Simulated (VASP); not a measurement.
# Ge (I4_1/amd) in VASP: a series of runs

The runs below take Ge through single point, with PBEsol, RPBE.

All numbers are computed with VASP 6.6.1; they aren't measurements. Logs are shortened: lines on timing, memory, paths and dates and some standing lists are left out, and cuts for length are marked.

## Step 1: The cell of the first run

The structure is tetragonal, space group I4_1/amd (No. 141). Conventional cell: a = 4.859 Å, b = 4.859 Å, c = 2.624 Å, α = 90.00°, β = 90.00°, γ = 90.00°. Within 3.3 Å of Ge (site symmetry -4m2) lie 10 Ge at 2.52 to 3.13 Å.

## Step 2: Single point, PBEsol

INCAR reads:

```
ALGO     = Normal         # electronic algorithm
EDIFF    = 1E-6           # SCF threshold, eV
ENCUT    = 520            # plane-wave cutoff, eV
GGA      = PS             # functional
ISIF     = 2              # what is computed and relaxed
ISMEAR   = -1             # smearing method
LASPH    = True           # aspherical terms in the spheres
LCHARG   = True           # write CHGCAR
LELF     = True           # ELF
LREAL    = False          # projectors in reciprocal space
LVHAR    = True         
LWAVE    = False          # write WAVECAR
NBANDS   = 21             # bands
NELM     = 80             # most SCF steps
PREC     = Accurate       # precision mode
SIGMA    = 0.05           # smearing width, eV
```

KPOINTS reads:

```
k-points
0
Gamma
  11 11 11
```

POSCAR reads:

```
Ge
1.0
   -2.4295633634      2.4295633634      1.3120618466
    2.4295633634     -2.4295633634      1.3120618466
    2.4295633634      2.4295633634     -1.3120618466
Ge
2
Direct
    0.5000000000      0.5000000000      0.0000000000
    0.2500000000      0.7500000000      0.5000000000
```

Potentials or basis: VASP PAW PBE potentials, release 64 (Ge_d).

Launch:

```console
cat potpaw_PBE.64/Ge_d/POTCAR > POTCAR
mpirun -np 1 vasp_std > vasp.out
```

OUTCAR:

```text
EDIFF = 1E-6
   ENCUT = 520
   GGA = PS
   ISIF = 2
   ISMEAR = -1
   LASPH = True
   LREAL = False
   NELM = 80
   PREC = Accurate

 ion  position               nearest neighbor table
   1  0.500  0.500  0.000-   2 2.52   2 2.52   2 2.52   2 2.52
   2  0.250  0.750  0.500-   1 2.52   1 2.52   1 2.52   1 2.52

  LATTYP: Found a body centered tetragonal cell.
 ALAT       =     4.8591267268
 C/A-ratio  =     0.5400401843

  Lattice vectors:

 A1 = (  -2.4295633634,   2.4295633634,   1.3120618466)
 A2 = (   2.4295633634,  -2.4295633634,   1.3120618466)
 A3 = (   2.4295633634,   2.4295633634,  -1.3120618466)

Analysis of symmetry for initial positions (statically):
=====================================================================
 Subroutine PRICEL returns:
 Original cell was already a primitive cell.

 Routine SETGRP: Setting up the symmetry group for a
 body centered tetragonal supercell.

 Subroutine GETGRP returns: Found 16 space group operations
 (whereof  8 operations were pure point group operations)
 out of a pool of 16 trial point group operations.

The static configuration has the point symmetry D_2d.
 The point group associated with its full space group is D_4h.

Analysis of symmetry for dynamics (positions and initial velocities):
=====================================================================
 Subroutine PRICEL returns:
 Original cell was already a primitive cell.

 Routine SETGRP: Setting up the symmetry group for a
 body centered tetragonal supercell.

 Subroutine GETGRP returns: Found 16 space group operations
 (whereof  8 operations were pure point group operations)
 out of a pool of 16 trial point group operations.

The dynamic configuration has the point symmetry D_2d.
 The point group associated with its full space group is D_4h.

 Subroutine INISYM returns: Found 16 space group operations
 (whereof  8 operations are pure point group operations),
 and found     1 'primitive' translations

----------------------------------------------------------------------------------------

                                     Primitive cell

  volume of cell :      30.9792

  direct lattice vectors                    reciprocal lattice vectors
    -2.429563363  2.429563363  1.312061847     0.000000000  0.205798296  0.381079597
     2.429563363 -2.429563363  1.312061847     0.205798296  0.000000000  0.381079597
     2.429563363  2.429563363 -1.312061847     0.205798296  0.205798296  0.000000000

  length of vectors
     3.677915519  3.677915519  3.677915519     0.433098832  0.433098832  0.291042741

  position of ions in fractional coordinates (direct lattice)
     0.500000000  0.500000000  0.000000000
     0.250000000  0.750000000  0.500000000

  ion indices of the primitive-cell ions
   primitive index   ion index
                 1           1
                 2           2

----------------------------------------------------------------------------------------

 KPOINTS: k-points

Automatic generation of k-mesh.
 Grid dimensions read from file:
 generate k-points for:   11   11   11

 Generating k-lattice:

  Cartesian coordinates                     Fractional coordinates (reciprocal lattice)
     0.000000000  0.018708936  0.034643600     0.090909091  0.000000000 -0.000000000
     0.018708936  0.000000000  0.034643600     0.000000000  0.090909091 -0.000000000
     0.018708936  0.018708936  0.000000000     0.000000000  0.000000000  0.090909091

  Length of vectors
     0.039372621  0.039372621  0.026458431

  Shift w.r.t. Gamma in fractional coordinates (k-lattice)
     0.000000000  0.000000000  0.000000000

 Subroutine IBZKPT returns following result:
 ===========================================

 Found    126 irreducible k-points:

 Following reciprocal coordinates:
            Coordinates               Weight
  0.000000  0.000000  0.000000      1.000000
  0.090909 -0.000000  0.000000      8.000000
  0.181818  0.000000 -0.000000      8.000000
  0.272727  0.000000  0.000000      8.000000
  0.363636  0.000000  0.000000      8.000000
  0.454545  0.000000 -0.000000      8.000000
[... 16 lines left out ...]
 -0.272727  0.181818 -0.000000     16.000000
 -0.181818  0.181818  0.000000      4.000000
 [... further k-points ...]
   k-points           NKPTS =    126   k-points in BZ     NKDIM =    126   number of bands    NBANDS=     21
   number of dos      NEDOS =    301   number of ions     NIONS =      2
   total plane-waves  NPLWV =  21952
   dimension x,y,z NGX =    28 NGY =   28 NGZ =   28
   dimension x,y,z NGXF=    56 NGYF=   56 NGZF=   56
   ions per type =               2
   NGX,Y,Z   is equivalent  to a cutoff of  12.66, 12.66, 12.66 a.u.
   NGXF,Y,Z  is equivalent  to a cutoff of  25.31, 25.31, 25.31 a.u.
 SYSTEM =  unknown system
   PREC   = accura    normal or accurate (medium, high low for compatibility)
   ISTART =      0    job   : 0-new  1-cont  2-samecut
   ICHARG =      2    charge: 1-file 2-atom 10-const
   ISPIN  =      1    spin polarized calculation?
   LNONCOLLINEAR =      F non collinear calculations
   LSORBIT =      F    spin-orbit coupling
   LASPH  =      T    aspherical Exc in radial PAW
   ENCUT  =  520.0 eV  38.22 Ry    6.18 a.u.   6.84  6.84  6.84*2*pi/ulx,y,z
   NELM   =     80;   NELMIN=  2; NELMDL= -5     # of ELM steps
   EDIFF  = 0.1E-05   stopping-criterion for ELM
   LREAL  =      F    real-space projection
   EDIFFG = 0.1E-04   stopping-criterion for IOM
   NSW    =      0    number of steps for IOM
   IBRION =     -1    ionic relax: 0-MD 1-quasi-New 2-CG
   NFREE  =      0    steps in history (QN), initial steepest desc. (CG)
   ISIF   =      2    stress and relaxation
   ISYM   =      2    0-nonsym 1-usesym 2-fastsym
   POTIM  = 0.5000    time-step for ionic-motion
   TEBEG  =    0.0;   TEEND  =   0.0 temperature during run
   PSTRESS=    0.0 pullay stress
   NELECT =      28.0000    total number of electrons
   NUPDOWN=      -1.0000    fix difference up-down
   EMIN   =  10.00;   EMAX   =-10.00  energy-range for DOS
   EFERMI =   0.00;   METHOD = LEGACY
   ISMEAR =    -1;   SIGMA  =   0.05  broadening in eV -4-tet -1-fermi 0-gaus
   EFERMI_NEDOS =   21; number of points for ismear=-14 and -15
   IALGO  =     38    algorithm
   IMIX   =      4    mixing-type and parameters
     AMIX     =   0.40;   BMIX     =  1.00
     AMIX_MAG =   1.60;   BMIX_MAG =  1.00
  volume/ion in A,a.u.               =      15.49       104.53
  Fermi-wavevector in a.u.,A,eV,Ry     =   1.582841  2.991136 34.087835  2.505385
  Thomas-Fermi vector in A             =   2.682703
   LORBIT       =      0    0 simple, 1 ext, 2 COOP (PROOUT), +10 PAW based schemes
   GGA     = PS    functional components
   LHFCALC =     F    Hartree Fock is set to
   AEXX    =    0.0000 exact exchange contribution
   IVDW    =     0    specifies the selected vdW correction
   LEPSILON=     F    determine dielectric tensor
   LRPA    =     F    only Hartree local field effects (RPA)
 non-spin polarized calculation
  energy-cutoff  :      520.00
  volume of cell :       30.98
 maximum number of plane-waves:       849
   NGX = 13   NGY = 13   NGZ = 13

 number of electron      28.0000024 magnetization

 Free energy of the ion-electron system (eV)
  ---------------------------------------------------
  ext. energy  EPLUGINS =         0.00000000
  ---------------------------------------------------
  free energy    TOTEN  =        -9.23283347 eV

  energy without entropy =       -9.22678144  energy(sigma->0) =       -9.22980745

 E-fermi :   8.8936     XC(G=0): -12.4080

 val. band max:        8.8429027346   @ k =  -0.2727   0.2727   0.0000
 cond. band min:       8.9073196500   @ k =   0.2727   0.0000   0.0000
 fundamental gap:      0.0644169154
 Fermi energy:         8.8936064938

 k-point     1 :       0.0000    0.0000    0.0000
  band No.  band energies     occupation
      1     -16.1015      2.00000
      2     -16.0273      2.00000
      3     -15.9935      2.00000
      4     -15.9845      2.00000
      5     -15.7937      2.00000
      6     -15.7937      2.00000
[... 13 lines left out ...]
     20      21.3374      0.00000
     21      22.3733      0.00000

 k-point     2 :       0.0909   -0.0000    0.0000
  band No.  band energies     occupation
      1     -16.0963      2.00000
      2     -16.0088      2.00000
      3     -15.9856      2.00000
      4     -15.9609      2.00000
      5     -15.8106      2.00000
      6     -15.8082      2.00000
[... 13 lines left out ...]
     20      21.1240      0.00000
     21      21.6292      0.00000

 k-point     3 :       0.1818    0.0000   -0.0000
  band No.  band energies     occupation
      1     -16.0801      2.00000
      2     -15.9647      2.00000
      3     -15.9640      2.00000
      4     -15.9089      2.00000
      5     -15.8435      2.00000
      6     -15.8215      2.00000
[... 13 lines left out ...]
     20      19.2973      0.00000
     21      20.2828      0.00000

 k-point     4 :       0.2727    0.0000    0.0000
  band No.  band energies     occupation
      1     -16.0584      2.00000
      2     -15.9413      2.00000
      3     -15.9289      2.00000
      4     -15.8882      2.00000
      5     -15.8757      2.00000
      6     -15.8188      2.00000
[... 13 lines left out ...]
     20      17.8962      0.00000
     21      20.9430      0.00000

 k-point     5 :       0.3636    0.0000    0.0000
  band No.  band energies     occupation
      1     -16.0410      2.00000
      2     -15.9431      2.00000
      3     -15.9250      2.00000
      4     -15.9124      2.00000
      5     -15.8766      2.00000
      6     -15.8399      2.00000
[... 13 lines left out ...]
     20      18.0258      0.00000
     21      22.3761      0.00000

 k-point     6 :       0.4545    0.0000   -0.0000
  band No.  band energies     occupation
      1     -16.0296      2.00000
      2     -15.9574      2.00000
      3     -15.9554      2.00000
      4     -15.9065      2.00000
      5     -15.8599      2.00000
      6     -15.8528      2.00000
[... 13 lines left out ...]
     20      21.0133      0.00000
     21      22.4562      0.00000

 k-point     7 :       0.0909    0.0909    0.0000
  band No.  band energies     occupation
      1     -16.0859      2.00000
      2     -15.9705      2.00000
      3     -15.9611      2.00000
      4     -15.9011      2.00000
      5     -15.8407      2.00000
      6     -15.8358      2.00000
[... 13 lines left out ...]
     20      19.1487      0.00000
     21      19.7834      0.00000
[... 291 lines left out ...]
      1     -16.0224      2.00000
      2     -15.9572      2.00000
      3     -15.9408      2.00000
      4     -15.8859      2.00000
      5     -15.8674      2.00000
      6     -15.8279      2.00000
[... 13 lines left out ...]
     20      20.5498      0.00000
     21      21.6337      0.00000

 k-point    21 :      -0.4545    0.1818    0.0000
  band No.  band energies     occupation
      1     -16.0223      2.00000
      2     -15.9457      2.00000
      3     -15.9350      2.00000
      4     -15.8995      2.00000
      5     -15.8598      2.00000
      6     -15.8287      2.00000
[... 13 lines left out ...]
     20      20.0037      0.00000
     21      20.7698      0.00000

 k-point    22 :      -0.3636    0.1818    0.0000
  band No.  band energies     occupation
      1     -16.0370      2.00000
      2     -15.9767      2.00000
      3     -15.9466      2.00000
      4     -15.9197      2.00000
      5     -15.8463      2.00000
      6     -15.8127      2.00000
[... 13 lines left out ...]
     20      20.2599      0.00000
     21      21.8567      0.00000

 k-point    23 :      -0.2727    0.1818   -0.0000
  band No.  band energies     occupation
      1     -16.0570      2.00000
      2     -16.0164      2.00000
      3     -15.9832      2.00000
      4     -15.9467      2.00000
      5     -15.8215      2.00000
      6     -15.7899      2.00000
[... 13 lines left out ...]
     20      22.3789      0.00000
     21      23.2357      0.00000

 k-point    24 :      -0.1818    0.1818    0.0000
  band No.  band energies     occupation
      1     -16.0734      2.00000
      2     -16.0323      2.00000
      3     -15.9982      2.00000
      4     -15.9659      2.00000
      5     -15.8071      2.00000
      6     -15.7818      2.00000
[... 13 lines left out ...]
     20      22.2308      0.00000
     21      22.9326      0.00000

 [... further k-points ...]
[... 5 lines left out ...]
  --------------------------------------------------------------------------------------
  -------------------------------------------------------------------------------------
  Total        3.8380108      3.8380108      3.8461687      0.0000000      0.0000000      0.0000000
  in kB      198.4933743    198.4933743    198.9152816      0.0000000      0.0000000      0.0000000
  external PRESSURE =     198.6340101 kB  Pullay stress =       0.0000000 kB

 VOLUME and BASIS-vectors are now :
 -----------------------------------------------------------------------------
  energy-cutoff  :      520.00
  volume of cell :       30.98
      direct lattice vectors                 reciprocal lattice vectors
    -2.429563363  2.429563363  1.312061847     0.000000000  0.205798296  0.381079597
     2.429563363 -2.429563363  1.312061847     0.205798296  0.000000000  0.381079597
     2.429563363  2.429563363 -1.312061847     0.205798296  0.205798296  0.000000000

 POSITION                                       TOTAL-FORCE (eV/Angst)
 -----------------------------------------------------------------------------------
      0.00000      0.00000      1.31206        -0.000000     -0.000000     -0.000000
      2.42956      0.00000      0.65603         0.000000      0.000000      0.000000
 -----------------------------------------------------------------------------------
    total drift:                                0.000000     -0.000000      0.000000

  FREE ENERGIE OF THE ION-ELECTRON SYSTEM (eV)
  ---------------------------------------------------
  free  energy   TOTEN  =        -9.2328334691 eV

  energy  without entropy=       -9.2267814365  energy(sigma->0) =       -9.22980745
```

Run time: 53 s. Hardware: 1 thread of Intel Xeon Platinum 8259CL at 2.50GHz (Skylake/Cascade Lake), shared host; peak memory 0.2 GiB.

What came out:

- Free energy: -9.2328 eV
- Pressure: 19.9 GPa
- Band gap on the k mesh: zero (band 14 reaches 11.09 eV, above the bottom of band 15 at 5.11 eV)

Levels at points of the mesh, in eV from the Fermi level:
```csv
k point,band 11,band 12,band 13,band 14,band 15,band 16,band 17,band 18
"(0.00, 0.00, 0.00)",-15.08,-3.58,-3.01,-3.01,2.72,8.72,8.72,9.69
```

Caveat: the PAW data sets were made with another functional, which shifts forces and pressure a little.

## Step 3: Single point, PBEsol

This run uses another cell than the first one, of 16.61 Å³/atom, 1.072 times its volume.

INCAR reads:

```
PREC = Accurate
ENCUT = 520
EDIFF = 1E-6
ISMEAR = -1
SIGMA = 0.05
LREAL = F
LASPH = T
NELM = 100
ALGO = Normal
ISIF = 2
LWAVE = F
LCHARG = F
GGA = PS
NBANDS = 21
```

KPOINTS reads:

```
Automatic mesh
0
Gamma
  11 11 11
```

POSCAR reads:

```
Ge
1.0
   -2.4849410744      2.4849410744      1.3451643517
    2.4849410744     -2.4849410744      1.3451643517
    2.4849410744      2.4849410744     -1.3451643517
Ge
2
Direct
    0.5000000000      0.5000000000      0.0000000000
    0.2500000000      0.7500000000      0.5000000000
```

Potentials or basis: VASP PAW PBE potentials, release 64 (Ge_d).

Launch:

```console
cat potpaw_PBE.64/Ge_d/POTCAR > POTCAR
mpirun -np 1 vasp_std > vasp.out
```

Run time: 49 s. Hardware: 1 thread of Intel Xeon Platinum 8259CL at 2.50GHz (Skylake/Cascade Lake), shared host; peak memory 0.2 GiB.

The run converged. Its results:

```yaml
Free_energy: -9.4398 eV
Pressure: 9.9 GPa
Band_gap_on_the_k_mesh: zero (band 14 reaches 9.98 eV, above the bottom of band 15 at 4.51 eV)
```

Levels at points of the mesh, in eV from the Fermi level:
```csv
k point,band 12,band 13,band 14,band 15,band 16,band 17
"(0.00, 0.00, 0.00)",-3.79,-2.75,-2.75,2.92,8.25,8.25
```

Caveat: the PAW data sets were made with another functional, which shifts forces and pressure a little.

## Step 4: Single point, PBEsol

This run uses another cell than the first one, of 17.38 Å³/atom, 1.122 times its volume.

INCAR reads:

```
PREC = Accurate
ENCUT = 520
EDIFF = 1E-7
ISMEAR = -1
SIGMA = 0.05
LREAL = F
LASPH = T
NELM = 60
ALGO = Normal
ISIF = 2
LWAVE = F
LCHARG = F
GGA = PS
NBANDS = 21
```

KPOINTS reads:

```
regular mesh
0
Gamma
  11 11 11
```

POSCAR reads:

```
Ge
1.0
   -2.5215427109      2.5215427109      1.3666707561
    2.5215427109     -2.5215427109      1.3666707561
    2.5215427109      2.5215427109     -1.3666707561
Ge
2
Direct
    0.5000000000      0.5000000000      0.0000000000
    0.2500000000      0.7500000000      0.5000000000
```

Launch:

```console
cat potpaw_PBE.64/Ge_d/POTCAR > POTCAR
mpirun -np 1 vasp_std > vasp.out
```

It took 61 s on 1 thread of Intel Xeon Platinum 8259CL at 2.50GHz (Skylake/Cascade Lake), shared host; peak memory 0.2 GiB.

It converged, with:

| Item | Value |
| --- | --- |
| Free energy | -9.5112 eV |
| Pressure | 5.0 GPa |
| Band gap on the k mesh | zero (band 14 reaches 9.30 eV, above the bottom of band 15 at 4.15 eV) |

Levels at points of the mesh, in eV from the Fermi level:
```tsv
k point	band 11	band 12	band 13	band 14	band 15	band 16	band 17	band 18
(0.00, 0.00, 0.00)	-13.94	-3.92	-2.59	-2.59	3.04	7.96	7.96	8.64
```

Caveat: the PAW data sets were made with another functional, which shifts forces and pressure a little.

## Step 5: Single point, PBEsol

This run uses another cell than the first one, of 18.39 Å³/atom, 1.187 times its volume.

INCAR reads:

```
SYSTEM = Ge
ALGO     = Normal         ! electronic algorithm
EDIFF    = 1E-7           ! SCF threshold, eV
ENCUT    = 520            ! plane-wave cutoff, eV
GGA      = PS             ! functional
ISIF     = 2              ! what is computed and relaxed
ISMEAR   = -1             ! smearing method
LASPH    = .TRUE.         ! aspherical terms in the spheres
LCHARG   = .TRUE.         ! write CHGCAR
LELF     = .TRUE.         ! ELF
LREAL    = .FALSE.        ! projectors in reciprocal space
LVHAR    = .TRUE.       
LWAVE    = .FALSE.        ! write WAVECAR
NBANDS   = 21             ! bands
NELM     = 100            ! most SCF steps
PREC     = Accurate       ! precision mode
SIGMA    = 0.05           ! smearing width, eV
```

KPOINTS reads:

```
k-points
0
G
  11 11 11
  0 0 0
```

POSCAR reads:

```
Ge
1.0
   -2.5702938573      2.5702938573      1.3916451965
    2.5702938573     -2.5702938573      1.3916451965
    2.5702938573      2.5702938573     -1.3916451965
Ge
2
Direct
    0.5000000000      0.5000000000      0.0000000000
    0.2500000000      0.7500000000      0.5000000000
```

Launch:

```console
cat potpaw_PBE.64/Ge_d/POTCAR > POTCAR
mpirun -np 1 vasp_std > vasp.out
```

Run time: 94 s. Hardware: 1 thread of Intel Xeon Platinum 8259CL at 2.50GHz (Skylake/Cascade Lake), shared host; peak memory 0.22 GiB.

Results (log left out):

| Item | Value |
| --- | --- |
| Free energy | -9.5418 eV |
| Pressure | 0.0 GPa |
| Band gap on the k mesh | zero (band 14 reaches 8.47 eV, above the bottom of band 15 at 3.73 eV) |

Levels at points of the mesh, in eV from the Fermi level:
```csv
k point,band 10,band 11,band 12,band 13,band 14,band 15,band 16,band 17,band 18,band 19
"(0.00, 0.00, 0.00)",-24.38,-13.40,-4.10,-2.40,-2.40,3.19,7.59,7.59,8.23,8.44
```

Caveat: the PAW data sets were made with another functional, which shifts forces and pressure a little.

(Part 1 of 2 ends here.)
